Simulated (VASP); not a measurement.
# InP (I4mm) in VASP: a series of runs, part 2 of 2

VASP 6.6.1.

### Step 3. Single point, PBEsol

Contents of INCAR:

```
SYSTEM = InP
ALGO     = Normal         ! electronic algorithm
EDIFF    = 1E-7           ! SCF threshold, eV
ENCUT    = 520            ! plane-wave cutoff, eV
GGA      = PS             ! functional
ISIF     = 2              ! what is computed and relaxed
ISMEAR   = 0              ! smearing method
LASPH    = .TRUE.         ! aspherical terms in the spheres
LCHARG   = .TRUE.         ! write CHGCAR
LELF     = .TRUE.         ! ELF
LREAL    = .FALSE.        ! projectors in reciprocal space
LVHAR    = .TRUE.       
LWAVE    = .FALSE.        ! write WAVECAR
NBANDS   = 16             ! bands
NELM     = 100            ! most SCF steps
PREC     = Accurate       ! precision mode
SIGMA    = 0.15           ! smearing width, eV
```

Contents of KPOINTS:

```
k-points
0
G
  14 14 14
  0 0 0
```

Contents of POSCAR:

```
InP
1.0
    0.0000000000      2.8550000000      2.8550000000
    2.8550000000      0.0000000000      2.8550000000
    2.8550000000      2.8550000000      0.0000000000
In P
1 1
Direct
    0.0000000000      0.0000000000      0.0000000000
    0.4452714536      0.4452714536      0.5547285464
```

Potentials or basis: VASP PAW PBE potentials, release 64 (In_d, P).

The run is started by

```console
> cat potpaw_PBE.64/In_d/POTCAR potpaw_PBE.64/P/POTCAR > POTCAR
> mpirun -np 1 vasp_std > vasp.out
```

It took 90 s on 1 thread of AMD EPYC 9R45 (Zen 5), shared host; peak memory 0.27 GiB.

Results (log left out):

```
Free energy            : -8.5681 eV
Pressure               : -6.1 GPa
Largest force          : 0.598 eV/Å
Band gap on the k mesh : zero (bands 9 and 10 overlap by 2.36 eV)
```

Forces on the atoms (eV/Å):
```
In   0.000  0.000 -0.598
P    0.000  0.000  0.598
```

Stress tensor (GPa, compression positive):
```
-8.86  0.00  0.00
 0.00 -8.86  0.00
 0.00  0.00 -0.60
```

Levels at points of the mesh, in eV from the Fermi level:
```csv
k point,band 5,band 6,band 7,band 8,band 9,band 10,band 11,band 12,band 13,band 14
"(0.00, 0.00, 0.00)",-13.98,-11.38,-0.28,-0.09,-0.05,-0.05,6.33,6.33,7.06,7.89
"(0.50, 0.00, 0.00)",-13.93,-9.56,-6.13,-0.08,0.14,2.39,3.50,3.79,4.58,10.31
"(0.50, 0.50, 0.00)",-13.91,-8.64,-4.87,-2.12,-2.01,-2.01,3.98,9.17,9.17,9.57
"(0.00, 0.50, 0.50)",-13.90,-8.76,-4.38,-2.78,-1.88,-1.77,3.66,9.35,9.38,9.48
```

Caveat: the cell differs from its parent crystal (all P atoms moved +0.312 Å, as atom 2 towards its neighbour atom 1 (In) at 2.855 Å); the stress differs along the axes, from -9 to -1 GPa; the PAW data sets were made with another functional, which shifts forces and pressure a little; spin-orbit coupling is left out, which moves the levels of the heavy elements.

### Step 4. Single point, PBEsol

Contents of INCAR:

```
PREC = Accurate
ENCUT = 520
EDIFF = 1E-6
ISMEAR = 0
SIGMA = 0.15
LREAL = False
LASPH = True
NELM = 100
ALGO = Normal
ISIF = 2
LWAVE = False
LCHARG = False
GGA = PS
NBANDS = 16
```

Contents of KPOINTS:

```
regular mesh
0
Gamma
  14 14 14
```

Changes to POSCAR since step 3:

```diff
@@ -9,2 +9,2 @@
     0.0000000000      0.0000000000      0.0000000000
-    0.4452714536      0.4452714536      0.5547285464
+    0.4671628722      0.4671628722      0.5328371278
```

Potentials or basis: VASP PAW PBE potentials, release 64 (In_d, P).

The run is started by

```console
> cat potpaw_PBE.64/In_d/POTCAR potpaw_PBE.64/P/POTCAR > POTCAR
> mpirun -np 1 vasp_std > vasp.out
```

OUTCAR:

```text
PREC = Accurate
   ENCUT = 520
   EDIFF = 1E-6
   ISMEAR = 0
   LREAL = False
   LASPH = True
   NELM = 100
   ISIF = 2
   GGA = PS

 ion  position               nearest neighbor table
   1  0.000  0.000  0.000-   2 2.67   2 2.86   2 2.86   2 2.86   2 2.86   2 3.04
   2  0.467  0.467  0.533-   1 2.67   1 2.86   1 2.86   1 2.86   1 2.86   1 3.04

  LATTYP: Found a face centered cubic cell.
 ALAT       =     5.7100000000

  Lattice vectors:

 A1 = (   0.0000000000,   2.8550000000,   2.8550000000)
[... 642 lines left out ...]
------------------------ aborting loop because EDIFF is reached ----------------------------------------

  FORCE on cell =-STRESS in cart. coord.  units (eV):
  Direction    XX          YY          ZZ          XY          YZ          ZX
  --------------------------------------------------------------------------------------
  -------------------------------------------------------------------------------------
  Total       -2.4484168     -2.4484168     -1.6093036      0.0000000      0.0000000      0.0000000
  in kB      -84.2844793    -84.2844793    -55.3987824      0.0000000      0.0000000      0.0000000
  external PRESSURE =     -74.6559136 kB  Pullay stress =       0.0000000 kB

 VOLUME and BASIS-vectors are now :
 -----------------------------------------------------------------------------
  energy-cutoff  :      520.00
  volume of cell :       46.54
      direct lattice vectors                 reciprocal lattice vectors
     0.000000000  2.855000000  2.855000000    -0.175131349  0.175131349  0.175131349
     2.855000000  0.000000000  2.855000000     0.175131349 -0.175131349  0.175131349
     2.855000000  2.855000000  0.000000000     0.175131349  0.175131349 -0.175131349

 POSITION                                       TOTAL-FORCE (eV/Angst)
 -----------------------------------------------------------------------------------
      0.00000      0.00000      0.00000         0.000000      0.000000     -0.213921
      2.85500      2.85500      2.66750         0.000000      0.000000      0.213921
 -----------------------------------------------------------------------------------
    total drift:                               -0.000000     -0.000000      0.000410

  FREE ENERGIE OF THE ION-ELECTRON SYSTEM (eV)
  ---------------------------------------------------
  free  energy   TOTEN  =        -8.6157209255 eV

  energy  without entropy=       -8.6007493405  energy(sigma->0) =       -8.60823513
```

It took 80 s on 1 thread of AMD EPYC 9R45 (Zen 5), shared host; peak memory 0.27 GiB.

What came out:

- Free energy: -8.6157 eV
- Pressure: -7.5 GPa
- Largest force: 0.214 eV/Å
- Band gap on the k mesh: zero (bands 9 and 10 overlap by 2.35 eV)

Forces in eV/Å, atoms in the order of the input:
```
In   0.000  0.000 -0.214
P    0.000  0.000  0.214
```

Stress tensor (GPa, compression positive):
```
-8.43  0.00  0.00
 0.00 -8.43  0.00
 0.00  0.00 -5.54
```

Caveat: the cell differs from its parent crystal (all P atoms moved +0.188 Å, as atom 2 towards its neighbour atom 1 (In) at 2.855 Å); the cell stands under tension; the PAW data sets were made with another functional, which shifts forces and pressure a little; spin-orbit coupling is left out, which moves the levels of the heavy elements.

### Step 5. Overview

```tsv
cell	gap on the mesh (eV)	pressure (GPa)	largest force (eV/Å)
as given, atomic positions A	none	-3.8	1.38
as given, atomic positions B	none	-6.1	0.60
as given, atomic positions C	none	-7.5	0.21
```

Alike in all rows: task single point; level PBEsol; potentials or basis VASP PAW PBE potentials, release 64 (In_d, P); no spin polarisation; k mesh 14 × 14 × 14; cutoff (eV) 520; smearing gaussian 0.15 eV.

Caveats: the PAW data sets were made with another functional, which shifts forces and pressure a little; spin-orbit coupling is left out, which moves the levels of the heavy elements; the stress differs along the axes, from -9 to 7 GPa (at least some runs); the stress differs along the axes, from -9 to -1 GPa (at least some runs); the cell stands under tension (at least some runs).

Total energies depend on the potentials used, so only differences within one code and one set of settings carry meaning.
